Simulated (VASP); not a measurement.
# NaW16 (a cell with a defect) in VASP: relaxation of the atoms with PBE

Aim: the relaxation of the atoms of NaW16 (a cell with a defect) with PBE.

Program: VASP 6.6.1. These are calculated values, not measurements. Logs are shortened: lines on timing, memory, paths and dates and some standing lists are left out, and cuts for length are marked.

## Step 1: The cell of the first run

The cell holds a defect, 17 atoms: a = 6.320 Å, b = 6.320 Å, c = 6.320 Å, α = 90.00°, β = 90.00°, γ = 90.00°.

## Step 2: Relaxation of the atoms, PBE

Input file INCAR:

```
PREC = Accurate ; ENCUT = 520
EDIFF = 1E-6 ; ISMEAR = -1
SIGMA = 0.05 ; LREAL = Auto
LASPH = T ; NELM = 60
ALGO = Normal ; ISIF = 2
LWAVE = F ; LCHARG = F
GGA = PE ; IBRION = 2
NSW = 45 ; EDIFFG = -0.08
KPAR = 2
```

Input file KPOINTS:

```
regular mesh
0
Gamma
  2 2 2
```

Input file POSCAR:

```
NaW16
1.0
    6.3200000000      0.0000000000      0.0000000000
    0.0000000000      6.3200000000      0.0000000000
    0.0000000000      0.0000000000      6.3200000000
W Na
16 1
Direct
    0.0000000000      0.0000000000      0.0000000000
    0.5000000000      0.0000000000      0.0000000000
    0.0000000000      0.5000000000      0.0000000000
    0.0000000000      0.0000000000      0.5000000000
    0.2500000000      0.2500000000      0.2500000000
    0.5000000000      0.5000000000      0.0000000000
    0.5000000000      0.0000000000      0.5000000000
    0.7500000000      0.2500000000      0.2500000000
    0.0000000000      0.5000000000      0.5000000000
    0.2500000000      0.7500000000      0.2500000000
    0.2500000000      0.2500000000      0.7500000000
    0.5000000000      0.5000000000      0.5000000000
    0.7500000000      0.7500000000      0.2500000000
    0.7500000000      0.2500000000      0.7500000000
    0.2500000000      0.7500000000      0.7500000000
    0.7500000000      0.7500000000      0.7500000000
    0.2479362000      0.5034772000      0.1359841000
```

Potentials or basis: VASP PAW PBE potentials, release 64 (W_sv, Na_pv).

Started as:

```
> cat potpaw_PBE.64/W_sv/POTCAR potpaw_PBE.64/Na_pv/POTCAR > POTCAR
> mpirun -np 4 vasp_std > vasp.out
```

OUTCAR:

```text
PREC = Accurate
   ENCUT = 520
   EDIFF = 1E-6
   ISMEAR = -1
   LREAL = Auto
   LASPH = T
   NELM = 60
   ISIF = 2
   GGA = PE
   IBRION = 2
   NSW = 45
   EDIFFG = -0.08

 ion  position               nearest neighbor table
   1  0.000  0.000  0.000-   5 2.74   8 2.74  10 2.74  11 2.74  13 2.74  14 2.74  15 2.74  16 2.74
                             4 3.16   2 3.16   3 3.16   4 3.16   3 3.16   2 3.16
   2  0.500  0.000  0.000-   5 2.74   8 2.74  10 2.74  11 2.74  13 2.74  14 2.74  15 2.74  16 2.74
                             6 3.16   7 3.16   1 3.16   7 3.16   6 3.16   1 3.16
   3  0.000  0.500  0.000-  17 1.79   8 2.74  10 2.74  11 2.74  13 2.74  14 2.74  15 2.74  16 2.74
                             5 2.74   1 3.16   9 3.16   6 3.16   9 3.16   1 3.16   6 3.16
   4  0.000  0.000  0.500-   5 2.74   8 2.74  10 2.74  11 2.74  13 2.74  14 2.74  15 2.74  16 2.74
                             7 3.16   1 3.16   9 3.16   1 3.16   9 3.16   7 3.16
   5  0.250  0.250  0.250-  17 1.76   2 2.74   3 2.74   4 2.74   6 2.74   7 2.74   9 2.74  12 2.74
                             1 2.74  11 3.16   8 3.16  10 3.16  11 3.16  10 3.16   8 3.16
   6  0.500  0.500  0.000-  17 1.81   8 2.74  10 2.74  11 2.74  13 2.74  14 2.74  15 2.74  16 2.74
                             5 2.74  12 3.16   2 3.16   3 3.16  12 3.16   2 3.16   3 3.16
   7  0.500  0.000  0.500-   5 2.74   8 2.74  10 2.74  11 2.74  13 2.74  14 2.74  15 2.74  16 2.74
                             4 3.16  12 3.16   2 3.16   2 3.16  12 3.16   4 3.16
   8  0.750  0.250  0.250-   1 2.74   2 2.74   3 2.74   4 2.74   6 2.74   7 2.74   9 2.74  12 2.74
                             5 3.16  13 3.16  14 3.16  14 3.16  13 3.16   5 3.16
   9  0.000  0.500  0.500-   5 2.74   8 2.74  10 2.74  11 2.74  13 2.74  14 2.74  15 2.74  16 2.74
                            17 2.78  12 3.16   3 3.16   4 3.16   3 3.16   4 3.16  12 3.16
  10  0.250  0.750  0.250-  17 1.72   2 2.74   3 2.74   4 2.74   6 2.74   7 2.74   9 2.74  12 2.74
                             1 2.74  13 3.16  15 3.16   5 3.16  15 3.16   5 3.16  13 3.16
  11  0.250  0.250  0.750-   1 2.74   2 2.74   3 2.74   4 2.74   6 2.74   7 2.74   9 2.74  12 2.74
                            17 2.92  14 3.16  15 3.16   5 3.16   5 3.16  15 3.16  14 3.16
  12  0.500  0.500  0.500-   5 2.74   8 2.74  10 2.74  11 2.74  13 2.74  14 2.74  15 2.74  16 2.74
                            17 2.80   6 3.16   9 3.16   7 3.16   6 3.16   7 3.16   9 3.16
  13  0.750  0.750  0.250-   1 2.74   2 2.74   3 2.74   4 2.74   6 2.74   7 2.74   9 2.74  12 2.74
                            10 3.16   8 3.16  16 3.16  16 3.16   8 3.16  10 3.16
  14  0.750  0.250  0.750-   1 2.74   2 2.74   3 2.74   4 2.74   6 2.74   7 2.74   9 2.74  12 2.74
                            11 3.16   8 3.16  16 3.16   8 3.16  16 3.16  11 3.16
  15  0.250  0.750  0.750-   1 2.74   2 2.74   3 2.74   4 2.74   6 2.74   7 2.74   9 2.74  12 2.74
                            17 2.89  10 3.16  16 3.16  11 3.16  10 3.16  11 3.16  16 3.16
  16  0.750  0.750  0.750-   1 2.74   2 2.74   3 2.74   4 2.74   6 2.74   7 2.74   9 2.74  12 2.74
                            13 3.16  14 3.16  15 3.16  13 3.16  14 3.16  15 3.16
  17  0.248  0.503  0.136-  10 1.72   5 1.76   3 1.79   6 1.81   9 2.78  12 2.80  15 2.89  11 2.92

  LATTYP: Found a simple cubic cell.
 ALAT       =     6.3200000000

  Lattice vectors:

 A1 = (   6.3200000000,   0.0000000000,   0.0000000000)
 A2 = (   0.0000000000,   6.3200000000,   0.0000000000)
 A3 = (   0.0000000000,   0.0000000000,   6.3200000000)

Analysis of symmetry for initial positions (statically):
=====================================================================
 Subroutine PRICEL returns:
 Original cell was already a primitive cell.

 Routine SETGRP: Setting up the symmetry group for a
 simple cubic supercell.

 Subroutine GETGRP returns: Found  1 space group operations
 (whereof  1 operations were pure point group operations)
 out of a pool of 48 trial point group operations.

The static configuration has the point symmetry C_1 .

Analysis of symmetry for dynamics (positions and initial velocities):
=====================================================================
 Subroutine PRICEL returns:
 Original cell was already a primitive cell.

 Routine SETGRP: Setting up the symmetry group for a
 simple cubic supercell.

 Subroutine GETGRP returns: Found  1 space group operations
 (whereof  1 operations were pure point group operations)
 out of a pool of 48 trial point group operations.

The dynamic configuration has the point symmetry C_1 .

 Subroutine INISYM returns: Found  1 space group operations
 (whereof  1 operations are pure point group operations),
 and found     1 'primitive' translations

----------------------------------------------------------------------------------------

                                     Primitive cell

  volume of cell :     252.4360

[... 83 lines left out ...]
   k-points           NKPTS =      8   k-points in BZ     NKDIM =      8   number of bands    NBANDS=    138
   number of dos      NEDOS =    301   number of ions     NIONS =     17
   total plane-waves  NPLWV = 110592
   dimension x,y,z NGX =    48 NGY =   48 NGZ =   48
   dimension x,y,z NGXF=    96 NGYF=   96 NGZF=   96
   ions per type =              16   1
   NGX,Y,Z   is equivalent  to a cutoff of  12.63, 12.63, 12.63 a.u.
   NGXF,Y,Z  is equivalent  to a cutoff of  25.25, 25.25, 25.25 a.u.
 SYSTEM =  unknown system
   PREC   = accura    normal or accurate (medium, high low for compatibility)
   ISTART =      0    job   : 0-new  1-cont  2-samecut
   ICHARG =      2    charge: 1-file 2-atom 10-const
   ISPIN  =      1    spin polarized calculation?
   LNONCOLLINEAR =      F non collinear calculations
   LSORBIT =      F    spin-orbit coupling
   LASPH  =      T    aspherical Exc in radial PAW
   ENCUT  =  520.0 eV  38.22 Ry    6.18 a.u.  11.75 11.75 11.75*2*pi/ulx,y,z
   NELM   =     60;   NELMIN=  2; NELMDL= -5     # of ELM steps
   EDIFF  = 0.1E-05   stopping-criterion for ELM
   LREAL  =      T    real-space projection
   EDIFFG = -.8E-01   stopping-criterion for IOM
   NSW    =     45    number of steps for IOM
   IBRION =      2    ionic relax: 0-MD 1-quasi-New 2-CG
   NFREE  =      1    steps in history (QN), initial steepest desc. (CG)
   ISIF   =      2    stress and relaxation
   ISYM   =      2    0-nonsym 1-usesym 2-fastsym
   POTIM  = 0.5000    time-step for ionic-motion
   TEBEG  =    0.0;   TEEND  =   0.0 temperature during run
   PSTRESS=    0.0 pullay stress
   NELECT =     231.0000    total number of electrons
   NUPDOWN=      -1.0000    fix difference up-down
   EMIN   =  10.00;   EMAX   =-10.00  energy-range for DOS
   EFERMI =   0.00;   METHOD = LEGACY
   ISMEAR =    -1;   SIGMA  =   0.05  broadening in eV -4-tet -1-fermi 0-gaus
   EFERMI_NEDOS =   21; number of points for ismear=-14 and -15
   IALGO  =     38    algorithm
   IMIX   =      4    mixing-type and parameters
     AMIX     =   0.40;   BMIX     =  1.00
     AMIX_MAG =   1.60;   BMIX_MAG =  1.00
  volume/ion in A,a.u.               =      14.85       100.21
  Fermi-wavevector in a.u.,A,eV,Ry     =   1.589382  3.003497 34.370175  2.526137
  Thomas-Fermi vector in A             =   2.688240
   LORBIT       =      0    0 simple, 1 ext, 2 COOP (PROOUT), +10 PAW based schemes
   GGA     = PE    functional components
   LHFCALC =     F    Hartree Fock is set to
   AEXX    =    0.0000 exact exchange contribution
   IVDW    =     0    specifies the selected vdW correction
   LEPSILON=     F    determine dielectric tensor
   LRPA    =     F    only Hartree local field effects (RPA)
 conjugate gradient relaxation of ions
 non-spin polarized calculation
  energy-cutoff  :      520.00
  volume of cell :      252.44
 maximum number of plane-waves:      6859
 NGX is ok and might be reduce to    48
   NGX = 23   NGY = 23   NGZ = 23

--------------------------------------- Ionic step        1  -------------------------------------------

 number of electron     231.0000012 magnetization

 Free energy of the ion-electron system (eV)
  ---------------------------------------------------
  ext. energy  EPLUGINS =         0.00000000
  ---------------------------------------------------
  free energy    TOTEN  =      -180.99517710 eV

  energy without entropy =     -180.92856425  energy(sigma->0) =     -180.96187068

------------------------ aborting loop because EDIFF is reached ----------------------------------------

  FORCE on cell =-STRESS in cart. coord.  units (eV):
  Direction    XX          YY          ZZ          XY          YZ          ZX
  --------------------------------------------------------------------------------------
  -------------------------------------------------------------------------------------
  Total       63.2818592     73.7655732     37.8054049      0.0505151      1.7152632      0.9367582
  in kB      401.6414974    468.1802286    239.9458494      0.3206123     10.8865459      5.9454792
  external PRESSURE =     369.9225251 kB  Pullay stress =       0.0000000 kB
[... 134 lines left out ...]
  FREE ENERGIE OF THE ION-ELECTRON SYSTEM (eV)
  ---------------------------------------------------
  free  energy   TOTEN  =      -184.9384532838 eV

  energy  without entropy=     -184.8674094054  energy(sigma->0) =     -184.90293134

[... ionic steps 4 to 19 ...]

--------------------------------------- Ionic step       20  -------------------------------------------

 number of electron     230.9999996 magnetization

------------------------ aborting loop because EDIFF is reached ----------------------------------------
[... 97 lines left out ...]
--------------------------------------- Ionic step       22  -------------------------------------------

 number of electron     230.9999996 magnetization

 Free energy of the ion-electron system (eV)
  ---------------------------------------------------
  ext. energy  EPLUGINS =         0.00000000
  ---------------------------------------------------
  free energy    TOTEN  =      -194.49035031 eV

  energy without entropy =     -194.43247123  energy(sigma->0) =     -194.46141077

 E-fermi :  11.7925     XC(G=0): -13.7689

 val. band max:       11.7793115259   @ k =   0.0000   0.0000   0.0000
 cond. band min:      11.8812050150   @ k =   0.5000   0.5000   0.0000
 fundamental gap:      0.1018934891
 Fermi energy:        11.7924593065

 k-point     1 :       0.0000    0.0000    0.0000
  band No.  band energies     occupation
      1     -62.2125      2.00000
      2     -62.0975      2.00000
      3     -62.0952      2.00000
      4     -62.0926      2.00000
      5     -62.0910      2.00000
      6     -62.0708      2.00000
[... 1029 lines left out ...]
    126      14.0890      0.00000
    127      14.0907      0.00000
 [bands above 127 left out]

------------------------ aborting loop because EDIFF is reached ----------------------------------------

  FORCE on cell =-STRESS in cart. coord.  units (eV):
  Direction    XX          YY          ZZ          XY          YZ          ZX
  --------------------------------------------------------------------------------------
  -------------------------------------------------------------------------------------
  Total       52.6920379     53.1347489     45.0438529      0.0059445      0.3298320      0.2850375
  in kB      334.4293181    337.2391456    285.8873104      0.0377292      2.0933999      1.8090948
  external PRESSURE =     319.1852580 kB  Pullay stress =       0.0000000 kB
[... 32 lines left out ...]
  FREE ENERGIE OF THE ION-ELECTRON SYSTEM (eV)
  ---------------------------------------------------
  free  energy   TOTEN  =      -194.4903503057 eV

  energy  without entropy=     -194.4324712310  energy(sigma->0) =     -194.46141077

 reached required accuracy - stopping structural energy minimisation
```

Run time: 30 min. Hardware: 4 MPI ranks of AMD EPYC 7R13 (Zen 3), shared host; peak memory 0.29 GiB.

Results:

```
Free energy                  : -194.4904 eV
Pressure after relaxing      : 31.9 GPa
Largest force after relaxing : 0.075 eV/Å
Band gap on the k mesh       : zero (an odd number of electrons rules out a gap without spin polarisation)
```

Forces on the atoms (eV/Å):
```
W    0.005 -0.002  0.015
W   -0.001 -0.003  0.016
W    0.001 -0.006  0.020
W    0.031 -0.004 -0.015
W    0.003 -0.003 -0.011
W    0.001 -0.006  0.023
W   -0.029 -0.005 -0.013
W    0.002 -0.012  0.014
W    0.016  0.000  0.020
W    0.004  0.023  0.012
W    0.001  0.002 -0.017
W   -0.013  0.001  0.019
W    0.002  0.009  0.017
W   -0.003 -0.006  0.001
W    0.001 -0.002 -0.023
W   -0.003  0.009 -0.005
Na  -0.018  0.005 -0.073
```

Final structure:
```
W Na
1.0
     6.32000    0.00000    0.00000
     0.00000    6.32000    0.00000
     0.00000    0.00000    6.32000
W Na
16 1
Cartesian
  6.3013 6.3191 6.3162
  3.1799 6.3190 6.3159
  6.0088 3.1568 6.0728
  6.2374 0.0024 3.2443
  1.5833 1.2708 1.8238
  3.4637 3.1568 6.0824
  3.2427 0.0024 3.2454
  4.7412 1.5619 1.5875
  6.3123 3.1610 3.1359
  1.5834 5.0582 1.8343
  1.5794 1.5753 4.7736
  3.1668 3.1610 3.1340
  4.7412 4.7575 1.5872
  4.7384 1.5019 4.6637
  1.5795 4.7460 4.7717
  4.7385 4.8189 4.6651
  1.5692 3.1728 0.8056
```

Levels at points of the mesh, in eV from the Fermi level:
| k point | band 113 | band 114 | band 115 | band 116 | band 117 | band 118 | band 119 | band 120 |
| --- | --- | --- | --- | --- | --- | --- | --- | --- |
| (0.00, 0.00, 0.00) | -0.10 | -0.02 | -0.01 | 0.38 | 0.64 | 0.68 | 0.69 | 0.69 |
| (0.50, 0.00, 0.00) | -0.63 | -0.56 | -0.23 | -0.16 | 0.32 | 0.45 | 0.73 | 1.13 |
| (0.00, 0.50, 0.00) | -0.61 | -0.55 | -0.22 | -0.16 | 0.30 | 0.44 | 0.74 | 1.14 |
| (0.00, 0.00, 0.50) | -0.71 | -0.66 | -0.33 | 0.27 | 0.38 | 0.52 | 0.85 | 0.86 |
| (0.50, 0.50, 0.00) | -0.83 | -0.81 | -0.39 | -0.35 | 0.09 | 0.35 | 0.47 | 0.55 |
| (0.00, 0.50, 0.50) | -0.98 | -0.68 | -0.33 | -0.08 | 0.11 | 0.20 | 0.53 | 0.54 |
| (0.50, 0.00, 0.50) | -0.99 | -0.65 | -0.33 | -0.08 | 0.11 | 0.18 | 0.53 | 0.56 |
| (0.50, 0.50, 0.50) | -1.52 | -1.50 | -0.38 | 0.24 | 0.28 | 1.25 | 1.71 | 1.71 |

Caveat: the k points lie up to 0.50 Å⁻¹ apart, too coarse for converged energies and pressures of a metal; spin-orbit coupling is left out, which moves the levels of the heavy elements; the relaxation stopped at a loose force limit of 0.08 eV/Å, so its end isn't a converged minimum.

The gap in the log of VASP goes by the Fermi energy; the results here count the filled bands.